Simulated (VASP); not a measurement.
# AlN (F-43m) in VASP: settings compared

AlN is run at these levels: PBE, BLYP+D3(BJ); tasks: single point, relaxation of cell and atoms.

Program: VASP 6.6.1. These are calculated values, not measurements. Logs are shortened: lines on timing, memory, paths and dates and some standing lists are left out, and cuts for length are marked.

**1. The cell of the first run**

Symmetry: F-43m, No. 216, cubic system. The conventional cell has a = 4.368 Å, b = 4.368 Å, c = 4.368 Å, α = 90.00°, β = 90.00°, γ = 90.00°. Al (site symmetry -43m) has 4 N at 1.89 Å within 2.5 Å. Within 2.5 Å of N (site symmetry -43m) lie 4 Al at 1.89 Å.

**2. Single point, PBE**

The input, INCAR:

```
PREC = Accurate
ENCUT = 520
EDIFF = 1E-6
ISMEAR = 0
SIGMA = 0.05
LREAL = F
LASPH = T
NELM = 60
ALGO = Normal
ISIF = 2
LWAVE = F
LCHARG = T
GGA = PE
LELF = T
LVHAR = T
NBANDS = 11
```

The input, KPOINTS:

```
regular mesh
0
Gamma
  10 10 10
```

The input, POSCAR:

```
AlN
1.0
    0.0000000000      2.1839935596      2.1839935596
    2.1839935596      0.0000000000      2.1839935596
    2.1839935596      2.1839935596      0.0000000000
Al N
1 1
Direct
    0.0000000000      0.0000000000      0.0000000000
    0.2500000000      0.2500000000      0.2500000000
```

Potentials or basis: VASP PAW PBE potentials, release 64 (Al, N).

Run with:

```
cat potpaw_PBE.64/Al/POTCAR potpaw_PBE.64/N/POTCAR > POTCAR
mpirun -np 1 vasp_std > vasp.out
```

OUTCAR:

```text
PREC = Accurate
   ENCUT = 520
   EDIFF = 1E-6
   ISMEAR = 0
   LREAL = F
   LASPH = T
   NELM = 60
   ISIF = 2
   GGA = PE

 ion  position               nearest neighbor table
   1  0.000  0.000  0.000-   2 1.89   2 1.89   2 1.89   2 1.89
   2  0.250  0.250  0.250-   1 1.89   1 1.89   1 1.89   1 1.89

  LATTYP: Found a face centered cubic cell.
 ALAT       =     4.3679871192

  Lattice vectors:

 A1 = (   0.0000000000,   2.1839935596,   2.1839935596)
 A2 = (   2.1839935596,   0.0000000000,   2.1839935596)
 A3 = (   2.1839935596,   2.1839935596,   0.0000000000)

Analysis of symmetry for initial positions (statically):
=====================================================================
 Subroutine PRICEL returns:
 Original cell was already a primitive cell.

 Routine SETGRP: Setting up the symmetry group for a
 face centered cubic supercell.

 Subroutine GETGRP returns: Found 24 space group operations
 (whereof 24 operations were pure point group operations)
 out of a pool of 48 trial point group operations.

The static configuration has the point symmetry T_d .

Analysis of symmetry for dynamics (positions and initial velocities):
=====================================================================
 Subroutine PRICEL returns:
 Original cell was already a primitive cell.

 Routine SETGRP: Setting up the symmetry group for a
 face centered cubic supercell.

 Subroutine GETGRP returns: Found 24 space group operations
 (whereof 24 operations were pure point group operations)
 out of a pool of 48 trial point group operations.

The dynamic configuration has the point symmetry T_d .

 Subroutine INISYM returns: Found 24 space group operations
 (whereof 24 operations are pure point group operations),
 and found     1 'primitive' translations

----------------------------------------------------------------------------------------

                                     Primitive cell

  volume of cell :      20.8345

  direct lattice vectors                    reciprocal lattice vectors
     0.000000000  2.183993560  2.183993560    -0.228938404  0.228938404  0.228938404
     2.183993560  0.000000000  2.183993560     0.228938404 -0.228938404  0.228938404
     2.183993560  2.183993560  0.000000000     0.228938404  0.228938404 -0.228938404

  length of vectors
     3.088633312  3.088633312  3.088633312     0.396532948  0.396532948  0.396532948

  position of ions in fractional coordinates (direct lattice)
     0.000000000  0.000000000  0.000000000
     0.250000000  0.250000000  0.250000000

  ion indices of the primitive-cell ions
   primitive index   ion index
                 1           1
                 2           2

----------------------------------------------------------------------------------------

 KPOINTS: regular mesh

Automatic generation of k-mesh.
 Grid dimensions read from file:
 generate k-points for:   10   10   10

 Generating k-lattice:

  Cartesian coordinates                     Fractional coordinates (reciprocal lattice)
    -0.022893840  0.022893840  0.022893840     0.100000000  0.000000000  0.000000000
     0.022893840 -0.022893840  0.022893840     0.000000000  0.100000000  0.000000000
     0.022893840  0.022893840 -0.022893840     0.000000000  0.000000000  0.100000000

  Length of vectors
     0.039653295  0.039653295  0.039653295

  Shift w.r.t. Gamma in fractional coordinates (k-lattice)
     0.000000000  0.000000000  0.000000000

 Subroutine IBZKPT returns following result:
 ===========================================

 Found     47 irreducible k-points:

 Following reciprocal coordinates:
            Coordinates               Weight
  0.000000  0.000000  0.000000      1.000000
  0.100000  0.000000  0.000000      8.000000
  0.200000  0.000000  0.000000      8.000000
  0.300000  0.000000  0.000000      8.000000
  0.400000  0.000000  0.000000      8.000000
  0.500000  0.000000  0.000000      4.000000
[... 16 lines left out ...]
  0.300000  0.300000  0.000000      6.000000
  0.400000  0.300000  0.000000     24.000000
 [... further k-points ...]
   k-points           NKPTS =     47   k-points in BZ     NKDIM =     47   number of bands    NBANDS=     11
   number of dos      NEDOS =    301   number of ions     NIONS =      2
   total plane-waves  NPLWV =  13824
   dimension x,y,z NGX =    24 NGY =   24 NGZ =   24
   dimension x,y,z NGXF=    48 NGYF=   48 NGZF=   48
   ions per type =               1   1
   NGX,Y,Z   is equivalent  to a cutoff of  12.92, 12.92, 12.92 a.u.
   NGXF,Y,Z  is equivalent  to a cutoff of  25.84, 25.84, 25.84 a.u.
 SYSTEM =  unknown system
   PREC   = accura    normal or accurate (medium, high low for compatibility)
   ISTART =      0    job   : 0-new  1-cont  2-samecut
   ICHARG =      2    charge: 1-file 2-atom 10-const
   ISPIN  =      1    spin polarized calculation?
   LNONCOLLINEAR =      F non collinear calculations
   LSORBIT =      F    spin-orbit coupling
   LASPH  =      T    aspherical Exc in radial PAW
   ENCUT  =  520.0 eV  38.22 Ry    6.18 a.u.   5.74  5.74  5.74*2*pi/ulx,y,z
   NELM   =     60;   NELMIN=  2; NELMDL= -5     # of ELM steps
   EDIFF  = 0.1E-05   stopping-criterion for ELM
   LREAL  =      F    real-space projection
   EDIFFG = 0.1E-04   stopping-criterion for IOM
   NSW    =      0    number of steps for IOM
   IBRION =     -1    ionic relax: 0-MD 1-quasi-New 2-CG
   NFREE  =      0    steps in history (QN), initial steepest desc. (CG)
   ISIF   =      2    stress and relaxation
   ISYM   =      2    0-nonsym 1-usesym 2-fastsym
   POTIM  = 0.5000    time-step for ionic-motion
   TEBEG  =    0.0;   TEEND  =   0.0 temperature during run
   PSTRESS=    0.0 pullay stress
   NELECT =       8.0000    total number of electrons
   NUPDOWN=      -1.0000    fix difference up-down
   EMIN   =  10.00;   EMAX   =-10.00  energy-range for DOS
   EFERMI =   0.00;   METHOD = LEGACY
   ISMEAR =     0;   SIGMA  =   0.05  broadening in eV -4-tet -1-fermi 0-gaus
   EFERMI_NEDOS =   21; number of points for ismear=-14 and -15
   IALGO  =     38    algorithm
   IMIX   =      4    mixing-type and parameters
     AMIX     =   0.40;   BMIX     =  1.00
     AMIX_MAG =   1.60;   BMIX_MAG =  1.00
  volume/ion in A,a.u.               =      10.42        70.30
  Fermi-wavevector in a.u.,A,eV,Ry     =   1.189899  2.248583 19.263943  1.415860
  Thomas-Fermi vector in A             =   2.325996
   LORBIT       =      0    0 simple, 1 ext, 2 COOP (PROOUT), +10 PAW based schemes
   GGA     = PE    functional components
   LHFCALC =     F    Hartree Fock is set to
   AEXX    =    0.0000 exact exchange contribution
   IVDW    =     0    specifies the selected vdW correction
   LEPSILON=     F    determine dielectric tensor
   LRPA    =     F    only Hartree local field effects (RPA)
 non-spin polarized calculation
 Gauss-broadening in eV      SIGMA  =   0.05
  energy-cutoff  :      520.00
  volume of cell :       20.83
 maximum number of plane-waves:       571
   NGX = 11   NGY = 11   NGZ = 11

 number of electron       8.0000000 magnetization

 Free energy of the ion-electron system (eV)
  ---------------------------------------------------
  ext. energy  EPLUGINS =         0.00000000
  ---------------------------------------------------
  free energy    TOTEN  =       -14.84044915 eV

  energy without entropy =      -14.84044915  energy(sigma->0) =      -14.84044915

 E-fermi :   6.2496     XC(G=0): -10.9337

 val. band max:        5.9700078204   @ k =   0.0000   0.0000   0.0000
 cond. band min:       9.2877574328   @ k =   0.5000   0.5000   0.0000
 fundamental gap:      3.3177496124
 Fermi energy:         6.2496289286

 k-point     1 :       0.0000    0.0000    0.0000
  band No.  band energies     occupation
      1      -9.0107      2.00000
      2       5.9700      2.00000
      3       5.9700      2.00000
      4       5.9700      2.00000
      5      10.1659      0.00000
      6      18.5304      0.00000
      7      18.5304      0.00000
      8      18.5304      0.00000
      9      23.6587      0.00000
     10      23.6587      0.00000
     11      25.0606      0.00000

 k-point     2 :       0.1000    0.0000    0.0000
  band No.  band energies     occupation
      1      -8.8643      2.00000
      2       5.1589      2.00000
      3       5.9184      2.00000
      4       5.9184      2.00000
      5      10.8264      0.00000
      6      18.1418      0.00000
      7      18.6642      0.00000
      8      18.6642      0.00000
      9      22.4023      0.00000
     10      22.4023      0.00000
     11      24.2720      0.00000

 k-point     3 :       0.2000    0.0000    0.0000
  band No.  band energies     occupation
      1      -8.4479      2.00000
      2       3.5547      2.00000
      3       5.7897      2.00000
      4       5.7898      2.00000
      5      11.9510      0.00000
      6      17.3408      0.00000
      7      18.5942      0.00000
      8      18.5942      0.00000
      9      21.8709      0.00000
     10      21.8709      0.00000
     11      23.4021      0.00000

 k-point     4 :       0.3000    0.0000    0.0000
  band No.  band energies     occupation
      1      -7.8427      2.00000
      2       1.9095      2.00000
      3       5.6423      2.00000
      4       5.6423      2.00000
      5      12.7944      0.00000
      6      16.5810      0.00000
      7      17.9334      0.00000
      8      17.9334      0.00000
      9      22.9299      0.00000
     10      22.9299      0.00000
     11      23.2134      0.00000

 k-point     5 :       0.4000    0.0000    0.0000
  band No.  band energies     occupation
      1      -7.2374      2.00000
      2       0.6254      2.00000
      3       5.5311      2.00000
      4       5.5311      2.00000
      5      13.2244      0.00000
      6      16.0399      0.00000
      7      17.3355      0.00000
      8      17.3355      0.00000
      9      23.6351      0.00000
     10      24.7620      0.00000
     11      24.7620      0.00000
[... 211 lines left out ...]
 k-point    21 :      -0.3000    0.2000    0.0000
  band No.  band energies     occupation
      1      -7.0830      2.00000
      2       1.3688      2.00000
      3       3.7767      2.00000
      4       5.4514      2.00000
      5      13.8606      0.00000
      6      15.0324      0.00000
      7      17.7544      0.00000
      8      18.2813      0.00000
      9      22.3684      0.00000
     10      24.6889      0.00000
     11      27.2734      0.00000

 k-point    22 :      -0.2000    0.2000    0.0000
  band No.  band energies     occupation
      1      -7.6439      2.00000
      2       2.2126      2.00000
      3       4.2802      2.00000
      4       5.7160      2.00000
      5      13.5310      0.00000
      6      15.9286      0.00000
      7      17.3716      0.00000
      8      18.4727      0.00000
      9      20.9470      0.00000
     10      24.4163      0.00000
     11      27.3298      0.00000

 k-point    23 :       0.3000    0.3000    0.0000
  band No.  band energies     occupation
      1      -7.4667      2.00000
      2       2.4554      2.00000
      3       4.7310      2.00000
      4       4.7310      2.00000
      5      11.3000      0.00000
      6      15.6729      0.00000
      7      17.8534      0.00000
      8      20.4723      0.00000
      9      20.4723      0.00000
     10      26.3556      0.00000
     11      29.7456      0.00000

 k-point    24 :       0.4000    0.3000    0.0000
  band No.  band energies     occupation
      1      -7.0039      2.00000
      2       1.8217      2.00000
      3       4.2689      2.00000
      4       4.5674      2.00000
      5      10.8859      0.00000
      6      15.5056      0.00000
      7      18.2228      0.00000
      8      20.5588      0.00000
      9      21.0687      0.00000
     10      27.2834      0.00000
     11      29.5348      0.00000

 [... further k-points ...]

------------------------ aborting loop because EDIFF is reached ----------------------------------------

  FORCE on cell =-STRESS in cart. coord.  units (eV):
  Direction    XX          YY          ZZ          XY          YZ          ZX
  --------------------------------------------------------------------------------------
  -------------------------------------------------------------------------------------
  Total        0.5961647      0.5961647      0.5961647      0.0000000      0.0000000     -0.0000000
  in kB       45.8450834     45.8450834     45.8450834      0.0000000      0.0000000     -0.0000000
  external PRESSURE =      45.8450834 kB  Pullay stress =       0.0000000 kB

 VOLUME and BASIS-vectors are now :
 -----------------------------------------------------------------------------
  energy-cutoff  :      520.00
  volume of cell :       20.83
      direct lattice vectors                 reciprocal lattice vectors
     0.000000000  2.183993560  2.183993560    -0.228938404  0.228938404  0.228938404
     2.183993560  0.000000000  2.183993560     0.228938404 -0.228938404  0.228938404
     2.183993560  2.183993560  0.000000000     0.228938404  0.228938404 -0.228938404

 POSITION                                       TOTAL-FORCE (eV/Angst)
 -----------------------------------------------------------------------------------
      0.00000      0.00000      0.00000         0.000000      0.000000     -0.000000
      1.09200      1.09200      1.09200        -0.000000     -0.000000      0.000000
 -----------------------------------------------------------------------------------
    total drift:                                0.000000      0.000000      0.000000

  FREE ENERGIE OF THE ION-ELECTRON SYSTEM (eV)
  ---------------------------------------------------
  free  energy   TOTEN  =       -14.8404491513 eV

  energy  without entropy=      -14.8404491513  energy(sigma->0) =      -14.84044915
```

It took 8.2 s on 1 thread of Intel Xeon 6975P-C, shared host; peak memory 0.13 GiB.

What came out:

| Property | Result |
| --- | --- |
| Free energy | -14.8404 eV |
| Pressure | 4.6 GPa |
| Band gap on the k mesh | 3.32 eV, indirect (least direct gap 4.20 eV) |

Levels at points of the mesh, in eV from the valence-band top:
```tsv
k point	band 1	band 2	band 3	band 4	band 5	band 6	band 7	band 8	band 9
(0.00, 0.00, 0.00)	-14.98	0.00	0.00	0.00	4.20	12.56	12.56	12.56	17.69
(0.50, 0.00, 0.00)	-12.93	-5.85	-0.48	-0.48	7.38	9.86	11.15	11.15	17.99
(0.50, 0.50, 0.00)	-12.30	-4.90	-1.77	-1.77	3.32	8.62	13.96	15.73	15.73
```

A k mesh can miss the band edges. PBE gaps usually lie below the measured ones, often by a third to a half.

**3. Single point, PBE**

The input, INCAR:

```
PREC = Accurate ; ENCUT = 520
EDIFF = 1E-6 ; ISMEAR = 0
SIGMA = 0.022 ; LREAL = F
LASPH = T ; NELM = 100
ALGO = Normal ; ISIF = 2
LWAVE = F ; LCHARG = F
GGA = PE ; NBANDS = 11
```

KPOINTS is that of step 2.

POSCAR is that of step 2.

Potentials or basis: VASP PAW PBE potentials, release 64 (Al, N).

Run with:

```
cat potpaw_PBE.64/Al/POTCAR potpaw_PBE.64/N/POTCAR > POTCAR
mpirun -np 1 vasp_std > vasp.out
```

It took 9.2 s on 1 thread of Intel Xeon 6975P-C, shared host; peak memory 0.14 GiB.

Results (log left out):

| Quantity | Value |
| --- | --- |
| Free energy | -14.8404 eV |
| Pressure | 4.6 GPa |
| Band gap on the k mesh | 3.32 eV, indirect (least direct gap 4.20 eV) |

Levels at points of the mesh, in eV from the valence-band top:
| k point | band 1 | band 2 | band 3 | band 4 | band 5 | band 6 | band 7 | band 8 | band 9 |
| --- | --- | --- | --- | --- | --- | --- | --- | --- | --- |
| (0.00, 0.00, 0.00) | -14.98 | 0.00 | 0.00 | 0.00 | 4.20 | 12.56 | 12.56 | 12.56 | 17.69 |
| (0.50, 0.00, 0.00) | -12.93 | -5.85 | -0.48 | -0.48 | 7.38 | 9.86 | 11.15 | 11.15 | 17.99 |
| (0.50, 0.50, 0.00) | -12.30 | -4.90 | -1.77 | -1.77 | 3.32 | 8.62 | 13.96 | 15.73 | 15.73 |

A k mesh can miss the band edges. A hybrid or GW would open this gap; PBE tends to underestimate it.

(Part 1 of 2 ends here.)
